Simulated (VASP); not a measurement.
GaN (m.b), 2 atoms in the cell. Symmetry: F-43m, No. 216, cubic system. The conventional cell has a = 4.549 Å, b = 4.549 Å, c = 4.549 Å, α = 90.00°, β = 90.00°, γ = 90.00°. Within 2.6 Å of Ga (site symmetry -43m) lie 4 N at 1.97 Å. Within 2.6 Å of N (site symmetry -43m) lie 4 Ga at 1.97 Å. 

* Program: VASP 6.6.1
* Task: single point
* Functional: PBE
* Potentials or basis: VASP PAW PBE potentials, release 64 (Ga_d, N)
* Cutoff: 600 eV
* k mesh: 10 × 10 × 10
* Occupations: gaussian, width 0.02 eV
* Spin: no spin polarisation
* Dipole correction: no
* Further INCAR settings: ALGO = Normal; EDIFF = 1e-06; NBANDS = 16

Potentials or basis: VASP PAW PBE potentials, release 64 (Ga_d, N).

Command:

```sh
$ cat potpaw_PBE.64/Ga_d/POTCAR potpaw_PBE.64/N/POTCAR > POTCAR
$ mpirun -np 1 vasp_std > vasp.out
```

Hardware: 1 thread of Intel(R) Xeon(R) 6975P-C (Granite Rapids) (shared host).

**Question.** How long does it take, and how much memory?

**Answer.** It took 11 s on 1 thread of Intel(R) Xeon(R) 6975P-C (Granite Rapids) (shared host), peak memory 0.17 GiB. Counts: scf iterations 13, k points 47.
